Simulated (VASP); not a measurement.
Here is a VASP 6.6.1 calculation.

File POSCAR:

```
Ce
1.0
    1.5751146900     -3.0862938500      0.0000000000
    1.5751146900      3.0862938500      0.0000000000
    0.0000000000      0.0000000000      5.2209821000
Ce
2
Direct
    0.9031467200      0.0968532800      0.7500000000
    0.0968532800      0.9031467200      0.2500000000
```

The input INCAR.step1:

```
SYSTEM = Ce
PREC = Accurate
ENCUT = 520
ISMEAR = -5
SIGMA = 0.05
LREAL = .False.
LASPH = .True.
NELM = 100
LMAXMIX = 6
GGA = PE
ALGO = Normal
EDIFF = 1E-4
LWAVE = .True.
LCHARG = .False.
```

The input INCAR.step2:

```
SYSTEM = Ce
PREC = Accurate
ENCUT = 520
EDIFF = 1E-6
ISMEAR = -1
SIGMA = 0.05
LREAL = .False.
LASPH = .True.
NELM = 100
ALGO = Normal
ISIF = 2
LWAVE = .False.
LCHARG = .False.
LMAXMIX = 6
METAGGA = R2SCAN
LMIXTAU = .True.
LORBIT = 11
ISTART = 1
```

Contents of KPOINTS:

```
Automatic mesh
0
Gamma
  12 12 7
  0 0 0
```

Potentials or basis: VASP PAW PBE potentials, release 64 (Ce).

Command:

```bash
$ cat potpaw_PBE.64/Ce/POTCAR > POTCAR
$ cp INCAR.step1 INCAR
$ mpirun -np 1 vasp_std > vasp.out
$ cp INCAR.step2 INCAR
$ mpirun -np 1 vasp_std > vasp.out
```

(1) What does it give for the band gap on the k mesh?

(2) Predict the pressure.

(3) Estimate the largest force.

Answers

(1) zero (band 12 reaches 10.23 eV, above the bottom of band 13 at 9.29 eV).

(2) -0.4 GPa.

(3) 0.016 eV/Å.

Caveat: the PAW data sets were made with another functional, which shifts forces and pressure a little; spin-orbit coupling is left out, which moves the levels of the heavy elements.
